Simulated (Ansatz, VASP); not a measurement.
**One calculation of Rb, two programs**

The input INCAR:

```
SYSTEM = Rb
ALGO = Fast
EDIFF = 1E-6
ENCUT = 520
GGA = PE
ISIF = 2
ISMEAR = 0
LASPH = .TRUE.
LCHARG = .FALSE.
LREAL = .FALSE.
LWAVE = .FALSE.
NBANDS = 16
NELM = 100
PREC = Accurate
SIGMA = 0.1
```

File KPOINTS:

```
k-points
0
G
  10 10 10
  0 0 0
```

File POSCAR:

```
Rb
1.0
    5.6705610774      0.0000000000      0.0000000000
    0.0000000000      5.6705610774      0.0000000000
    0.0000000000      0.0000000000      5.6705610774
Rb
2
Direct
    0.0000000000      0.0000000000      0.0000000000
    0.5000000000      0.5000000000      0.5000000000
```

Input for Ansatz:

```yaml
crystal:
  lattice:
    - [5.6705610774, 0.0, 0.0]
    - [0.0, 5.6705610774, 0.0]
    - [0.0, 0.0, 5.6705610774]
  atoms:
    - { symbol: Rb, position: [0.0, 0.0, 0.0] }
    - { symbol: Rb, position: [0.5, 0.5, 0.5] }
basis:
  ecutwfc: 420
kpoints:
  mp_grid: { grid: [10, 10, 10] }
hamiltonian:
  xc: pbe
scf:
  occupations: { method: gaussian, width: 0.1 }
output:
  forces: true
  stress: true
  eigenvalues: true
  write_density: true
  write_potential: true
  elf: true
  volumetric_format: npy
```

Alike in both runs: task single point; functional PBE; k mesh 10 × 10 × 10; occupations gaussian, width 0.1 eV; no spin polarisation.

|  | VASP | Ansatz |
| --- | --- | --- |
| version | VASP 6.6.1 | Ansatz 0.2.0 |
| potentials or method | VASP PAW PBE potentials, release 64 (Rb_sv), cutoff 520 eV | scalar-relativistic, plane waves, PAW |
| valence electrons in the cell | 18 | 18 |

```tsv
	VASP	Ansatz	Ansatz less VASP
gap on the k mesh at the Fermi level (eV)	none	none	-
pressure (GPa)	0.0	0.0	0.00
```

A gap of «none» marks a metal or a gap that the smearing closes.
